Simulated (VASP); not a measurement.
# Rh (Fm-3m) in VASP: further runs

The runs below take Rh through single point, relaxation of cell and atoms, with PBE.

Everything below comes from runs of VASP 6.6.1. Logs are shortened: lines on timing, memory, paths and dates and some standing lists are left out, and cuts for length are marked.

### Step 1. The cell of the first run

The structure is cubic, space group Fm-3m (No. 225). Conventional cell: a = 3.843 Å, b = 3.843 Å, c = 3.843 Å, α = 90.00°, β = 90.00°, γ = 90.00°. Within 3.6 Å of Rh (site symmetry m-3m) lie 12 Rh at 2.72 Å.

### Step 2. Single point, PBE

The input, INCAR:

```
SYSTEM = Rh
PREC = Accurate
ENCUT = 500
EDIFF = 1E-6
ISMEAR = -1
SIGMA = 0.1
LREAL = .FALSE.
LASPH = .TRUE.
NELM = 120
ALGO = Normal
ISIF = 2
LWAVE = .FALSE.
LCHARG = .FALSE.
GGA = PE
NBANDS = 14
GGA_COMPAT = .FALSE.
```

The input, KPOINTS:

```
regular mesh
0
G
  9 9 9
  0 0 0
```

The input, POSCAR:

```
Rh
1.0
    0.0000000000      1.9212933728      1.9212933728
    1.9212933728      0.0000000000      1.9212933728
    1.9212933728      1.9212933728      0.0000000000
Rh
1
Direct
    0.0000000000      0.0000000000      0.0000000000
```

Potentials or basis: VASP PAW PBE potentials, release 64 (Rh_pv).

The run is started by

```
cat potpaw_PBE.64/Rh_pv/POTCAR > POTCAR
mpirun -np 1 vasp_std > vasp.out
```

OUTCAR:

```text
SYSTEM = Rh
   PREC = Accurate
   ENCUT = 500
   EDIFF = 1E-6
   ISMEAR = -1
   LREAL = .FALSE.
   LASPH = .TRUE.
   NELM = 120
   ISIF = 2
   GGA = PE

 ion  position               nearest neighbor table
   1  0.000  0.000  0.000-

  LATTYP: Found a face centered cubic cell.
 ALAT       =     3.8425867456

  Lattice vectors:

 A1 = (   0.0000000000,   1.9212933728,   1.9212933728)
 A2 = (   1.9212933728,   0.0000000000,   1.9212933728)
 A3 = (   1.9212933728,   1.9212933728,   0.0000000000)

Analysis of symmetry for initial positions (statically):
=====================================================================
 Subroutine PRICEL returns:
 Original cell was already a primitive cell.

 Routine SETGRP: Setting up the symmetry group for a
 face centered cubic supercell.

 Subroutine GETGRP returns: Found 48 space group operations
 (whereof 48 operations were pure point group operations)
 out of a pool of 48 trial point group operations.

The static configuration has the point symmetry O_h .

Analysis of symmetry for dynamics (positions and initial velocities):
=====================================================================
 Subroutine PRICEL returns:
 Original cell was already a primitive cell.

 Routine SETGRP: Setting up the symmetry group for a
 face centered cubic supercell.

 Subroutine GETGRP returns: Found 48 space group operations
 (whereof 48 operations were pure point group operations)
 out of a pool of 48 trial point group operations.

The dynamic configuration has the point symmetry O_h .

 Subroutine INISYM returns: Found 48 space group operations
 (whereof 48 operations are pure point group operations),
 and found     1 'primitive' translations

----------------------------------------------------------------------------------------

                                     Primitive cell

  volume of cell :      14.1844

  direct lattice vectors                    reciprocal lattice vectors
     0.000000000  1.921293373  1.921293373    -0.260241360  0.260241360  0.260241360
     1.921293373  0.000000000  1.921293373     0.260241360 -0.260241360  0.260241360
     1.921293373  1.921293373  0.000000000     0.260241360  0.260241360 -0.260241360

  length of vectors
     2.717119145  2.717119145  2.717119145     0.450751257  0.450751257  0.450751257

  position of ions in fractional coordinates (direct lattice)
     0.000000000  0.000000000  0.000000000

  ion indices of the primitive-cell ions
   primitive index   ion index
                 1           1

----------------------------------------------------------------------------------------

 KPOINTS: regular mesh

Automatic generation of k-mesh.
 Grid dimensions read from file:
 generate k-points for:    9    9    9

 Generating k-lattice:

  Cartesian coordinates                     Fractional coordinates (reciprocal lattice)
    -0.028915707  0.028915707  0.028915707     0.111111111  0.000000000  0.000000000
     0.028915707 -0.028915707  0.028915707     0.000000000  0.111111111  0.000000000
     0.028915707  0.028915707 -0.028915707     0.000000000  0.000000000  0.111111111

  Length of vectors
     0.050083473  0.050083473  0.050083473

  Shift w.r.t. Gamma in fractional coordinates (k-lattice)
     0.000000000  0.000000000  0.000000000

 Subroutine IBZKPT returns following result:
 ===========================================

 Found     35 irreducible k-points:

 Following reciprocal coordinates:
            Coordinates               Weight
  0.000000  0.000000  0.000000      1.000000
  0.111111  0.000000  0.000000      8.000000
  0.222222  0.000000  0.000000      8.000000
  0.333333  0.000000  0.000000      8.000000
  0.444444  0.000000  0.000000      8.000000
  0.111111  0.111111  0.000000      6.000000
[... 16 lines left out ...]
 -0.333333  0.333333  0.000000     12.000000
  0.444444  0.444444  0.000000      6.000000
 [... further k-points ...]
   k-points           NKPTS =     35   k-points in BZ     NKDIM =     35   number of bands    NBANDS=     14
   number of dos      NEDOS =    301   number of ions     NIONS =      1
   total plane-waves  NPLWV =   8000
   dimension x,y,z NGX =    20 NGY =   20 NGZ =   20
   dimension x,y,z NGXF=    40 NGYF=   40 NGZF=   40
   ions per type =               1
   NGX,Y,Z   is equivalent  to a cutoff of  12.24, 12.24, 12.24 a.u.
   NGXF,Y,Z  is equivalent  to a cutoff of  24.47, 24.47, 24.47 a.u.
 SYSTEM =  Rh
   PREC   = accura    normal or accurate (medium, high low for compatibility)
   ISTART =      0    job   : 0-new  1-cont  2-samecut
   ICHARG =      2    charge: 1-file 2-atom 10-const
   ISPIN  =      1    spin polarized calculation?
   LNONCOLLINEAR =      F non collinear calculations
   LSORBIT =      F    spin-orbit coupling
   LASPH  =      T    aspherical Exc in radial PAW
   ENCUT  =  500.0 eV  36.75 Ry    6.06 a.u.   4.95  4.95  4.95*2*pi/ulx,y,z
   NELM   =    120;   NELMIN=  2; NELMDL= -5     # of ELM steps
   EDIFF  = 0.1E-05   stopping-criterion for ELM
   LREAL  =      F    real-space projection
   EDIFFG = 0.1E-04   stopping-criterion for IOM
   NSW    =      0    number of steps for IOM
   IBRION =     -1    ionic relax: 0-MD 1-quasi-New 2-CG
   NFREE  =      0    steps in history (QN), initial steepest desc. (CG)
   ISIF   =      2    stress and relaxation
   ISYM   =      2    0-nonsym 1-usesym 2-fastsym
   POTIM  = 0.5000    time-step for ionic-motion
   TEBEG  =    0.0;   TEEND  =   0.0 temperature during run
   PSTRESS=    0.0 pullay stress
   NELECT =      15.0000    total number of electrons
   NUPDOWN=      -1.0000    fix difference up-down
   EMIN   =  10.00;   EMAX   =-10.00  energy-range for DOS
   EFERMI =   0.00;   METHOD = LEGACY
   ISMEAR =    -1;   SIGMA  =   0.10  broadening in eV -4-tet -1-fermi 0-gaus
   EFERMI_NEDOS =   21; number of points for ismear=-14 and -15
   IALGO  =     38    algorithm
   IMIX   =      4    mixing-type and parameters
     AMIX     =   0.40;   BMIX     =  1.00
     AMIX_MAG =   1.60;   BMIX_MAG =  1.00
  volume/ion in A,a.u.               =      14.18        95.72
  Fermi-wavevector in a.u.,A,eV,Ry     =   1.667893  3.151861 37.849608  2.781868
  Thomas-Fermi vector in A             =   2.753836
   LORBIT       =      0    0 simple, 1 ext, 2 COOP (PROOUT), +10 PAW based schemes
   GGA     = PE    functional components
   LHFCALC =     F    Hartree Fock is set to
   AEXX    =    0.0000 exact exchange contribution
   IVDW    =     0    specifies the selected vdW correction
   LEPSILON=     F    determine dielectric tensor
   LRPA    =     F    only Hartree local field effects (RPA)
 non-spin polarized calculation
  energy-cutoff  :      500.00
  volume of cell :       14.18
 maximum number of plane-waves:       368
   NGX =  9   NGY =  9   NGZ =  9

 number of electron      15.0000000 magnetization

 Free energy of the ion-electron system (eV)
  ---------------------------------------------------
  ext. energy  EPLUGINS =         0.00000000
  ---------------------------------------------------
  free energy    TOTEN  =        -7.27100317 eV

  energy without entropy =       -7.22601245  energy(sigma->0) =       -7.24850781

 E-fermi :  11.2809     XC(G=0): -13.8320

 val. band max:       11.2258813168   @ k =   0.3333   0.2222   0.0000
 cond. band min:      11.2815516500   @ k =  -0.3333   0.3333   0.0000
 fundamental gap:      0.0556703333
 Fermi energy:        11.2808927591

 k-point     1 :       0.0000    0.0000    0.0000
  band No.  band energies     occupation
      1     -34.9902      2.00000
      2     -34.9902      2.00000
      3     -34.9902      2.00000
      4       3.6102      2.00000
      5       8.4082      2.00000
      6       8.4082      2.00000
      7       8.4082      2.00000
      8      10.3868      1.99974
      9      10.3868      1.99974
     10      27.3601      0.00000
     11      31.9498      0.00000
     12      32.6344      0.00000
     13      32.6344      0.00000
     14      32.6344      0.00000

 k-point     2 :       0.1111    0.0000    0.0000
  band No.  band energies     occupation
      1     -35.0692      2.00000
      2     -35.0009      2.00000
      3     -35.0009      2.00000
      4       4.0792      2.00000
      5       8.2240      2.00000
      6       8.5771      2.00000
      7       8.5771      2.00000
      8      10.3057      1.99988
      9      10.3057      1.99988
     10      27.9792      0.00000
     11      30.4831      0.00000
     12      31.9509      0.00000
     13      33.3046      0.00000
     14      33.3046      0.00000

 k-point     3 :       0.2222    0.0000    0.0000
  band No.  band energies     occupation
      1     -35.2665      2.00000
      2     -35.0281      2.00000
      3     -35.0281      2.00000
      4       5.1539      2.00000
      5       8.1281      2.00000
      6       8.7703      2.00000
      7       8.7703      2.00000
      8      10.4167      1.99965
      9      10.4167      1.99965
     10      27.0753      0.00000
     11      28.8846      0.00000
     12      31.9497      0.00000
     13      34.9806      0.00000
     14      34.9806      0.00000

 k-point     4 :       0.3333    0.0000    0.0000
  band No.  band energies     occupation
      1     -35.4863      2.00000
      2     -35.0589      2.00000
      3     -35.0589      2.00000
      4       5.6204      2.00000
      5       8.5820      2.00000
      6       8.5820      2.00000
      7       9.4479      2.00000
      8      11.1114      1.68964
      9      11.1114      1.68964
     10      23.4789      0.00000
     11      27.9784      0.00000
     12      31.9500      0.00000
     13      34.5099      0.00000
     14      34.5099      0.00000

 k-point     5 :       0.4444    0.0000    0.0000
  band No.  band energies     occupation
      1     -35.6271      2.00000
      2     -35.0789      2.00000
      3     -35.0789      2.00000
      4       5.5072      2.00000
      5       8.3655      2.00000
      6       8.3655      2.00000
      7      11.6428      0.05220
      8      11.7725      0.01455
      9      11.7725      0.01455
     10      20.2603      0.00000
     11      26.9823      0.00000
[... 276 lines left out ...]
 k-point    22 :      -0.4444    0.3333    0.0000
  band No.  band energies     occupation
      1     -35.5284      2.00000
      2     -35.3253      2.00000
      3     -35.1862      2.00000
      4       6.0141      2.00000
      5       6.6469      2.00000
      6       9.5477      2.00000
      7      10.6404      1.99670
      8      11.9106      0.00368
      9      17.3988      0.00000
     10      20.7316      0.00000
     11      24.1057      0.00000
     12      27.1871      0.00000
     13      31.9388      0.00000
     14      32.3043      0.00000

 k-point    23 :      -0.3333    0.3333    0.0000
  band No.  band energies     occupation
      1     -35.4346      2.00000
      2     -35.4310      2.00000
      3     -35.1499      2.00000
      4       6.5242      2.00000
      5       7.4042      2.00000
      6       8.5554      2.00000
      7      10.1577      1.99997
      8      11.2816      0.99671
      9      17.8121      0.00000
     10      20.9891      0.00000
     11      23.0625      0.00000
     12      29.5039      0.00000
     13      31.2075      0.00000
     14      31.9540      0.00000

 k-point    24 :       0.4444    0.4444    0.0000
  band No.  band energies     occupation
      1     -35.5909      2.00000
      2     -35.2247      2.00000
      3     -35.2247      2.00000
      4       5.3950      2.00000
      5       5.7383      2.00000
      6      11.7920      0.01198
      7      12.0871      0.00063
      8      12.0871      0.00063
      9      13.9183      0.00000
     10      24.0132      0.00000
     11      24.8354      0.00000
     12      24.8354      0.00000
     13      31.9391      0.00000
     14      33.7389      0.00000

 [... further k-points ...]
[... 5 lines left out ...]
  --------------------------------------------------------------------------------------
  -------------------------------------------------------------------------------------
  Total       -0.1553339     -0.1553339     -0.1553339     -0.0000000     -0.0000000      0.0000000
  in kB      -17.5455044    -17.5455044    -17.5455044     -0.0000000     -0.0000000      0.0000000
  external PRESSURE =     -17.5455044 kB  Pullay stress =       0.0000000 kB

 VOLUME and BASIS-vectors are now :
 -----------------------------------------------------------------------------
  energy-cutoff  :      500.00
  volume of cell :       14.18
      direct lattice vectors                 reciprocal lattice vectors
     0.000000000  1.921293373  1.921293373    -0.260241360  0.260241360  0.260241360
     1.921293373  0.000000000  1.921293373     0.260241360 -0.260241360  0.260241360
     1.921293373  1.921293373  0.000000000     0.260241360  0.260241360 -0.260241360

 POSITION                                       TOTAL-FORCE (eV/Angst)
 -----------------------------------------------------------------------------------
      0.00000      0.00000      0.00000         0.000000      0.000000      0.000000
 -----------------------------------------------------------------------------------
    total drift:                                0.000000      0.000000     -0.000000

  FREE ENERGIE OF THE ION-ELECTRON SYSTEM (eV)
  ---------------------------------------------------
  free  energy   TOTEN  =        -7.2710031655 eV

  energy  without entropy=       -7.2260124490  energy(sigma->0) =       -7.24850781
```

It took 6.5 s on 1 thread of Intel Xeon Platinum 8375C at 2.90GHz (Ice Lake), shared host; peak memory 0.12 GiB.

What came out:

- Free energy: -7.2710 eV
- Pressure: -1.8 GPa

### Step 3. Relaxation of cell and atoms, PBE, target pressure -2 GPa, at which the enthalpy is minimised

This run uses another cell than the first one, of 13.67 Å³/atom, 0.964 times its volume.

The input, INCAR:

```
ALGO     = Normal         # electronic algorithm
EDIFF    = 1E-7           # SCF threshold, eV
EDIFFG   = -0.01          # ionic threshold
ENCUT    = 500            # plane-wave cutoff, eV
GGA      = PE             # functional
GGA_COMPAT= False        
IBRION   = 2              # ionic algorithm
ISIF     = 3              # what is computed and relaxed
ISMEAR   = -1             # smearing method
LASPH    = True           # aspherical terms in the spheres
LCHARG   = False          # write CHGCAR
LREAL    = False          # projectors in reciprocal space
LWAVE    = False          # write WAVECAR
NELM     = 120            # most SCF steps
NELMIN   = 4            
NSW      = 80             # ionic steps
PREC     = Accurate       # precision mode
PSTRESS  = -20.0        
SIGMA    = 0.1            # smearing width, eV
```

The input, KPOINTS:

```
k-points
0
Gamma
  9 9 9
```

The input, POSCAR:

```
Rh
1.0
    0.0000000000      1.8978500000      1.8978500000
    1.8978500000      0.0000000000      1.8978500000
    1.8978500000      1.8978500000      0.0000000000
Rh
1
Direct
    0.0000000000      0.0000000000      0.0000000000
```

Potentials or basis: VASP PAW PBE potentials, release 64 (Rh_pv).

The run is started by

```
cat potpaw_PBE.64/Rh_pv/POTCAR > POTCAR
mpirun -np 1 vasp_std > vasp.out
```

It took 21 s on 1 thread of Intel Xeon Platinum 8375C at 2.90GHz (Ice Lake), shared host; peak memory 0.13 GiB.

The run converged. Its results:

```
Free energy                                            : -7.2707 eV
Relaxed volume                                         : 14.19 Å³/atom
Relaxed cell                                           : a = 2.718 Å, b = 2.718 Å, c = 2.718 Å, α = 60.00°, β = 60.00°, γ = 60.00°
Space group after relaxing (to 0.05 Å)                 : Fm-3m (No. 225)
Energy change on relaxing (the enthalpy is what falls) : -9.1 meV/atom
Ionic steps                                            : 4
Pressure after relaxing                                : -2.0 GPa
```

Step by step:
```
step  energy change (eV)  largest force (eV/Å)  pressure (GPa)  volume (Å³)
   1              0.0000                0.0000            8.01        13.67
   2              0.0757                0.0000          -18.39        15.43
   3             -0.0089                0.0000           -2.27        14.21
   4             -0.0091                0.0000           -2.02        14.19
```

Final structure:
```cif
data_structure
_symmetry_space_group_name_H-M 'P 1'
_symmetry_Int_Tables_number 1
_cell_length_a 2.7176
_cell_length_b 2.7176
_cell_length_c 2.7176
_cell_angle_alpha 60.000
_cell_angle_beta 60.000
_cell_angle_gamma 60.000
_cell_volume 14.19
loop_
_atom_site_label
_atom_site_type_symbol
_atom_site_fract_x
_atom_site_fract_y
_atom_site_fract_z
_atom_site_occupancy
Rh1 Rh 0.00000 0.00000 0.00000 1
```

Levels at points of the mesh, in eV from the Fermi level:
| k point | band 4 | band 5 | band 6 | band 7 | band 8 | band 9 | band 10 | band 11 |
| --- | --- | --- | --- | --- | --- | --- | --- | --- |
| (0.00, 0.00, 0.00) | -7.67 | -2.87 | -2.87 | -2.87 | -0.89 | -0.89 | 16.08 | 20.67 |

Caveat: the cell is relaxed towards a set pressure, so the enthalpy falls and the energy may rise. Zero-point motion and thermal expansion aren't in these numbers.

(Part 1 of 2 ends here.)
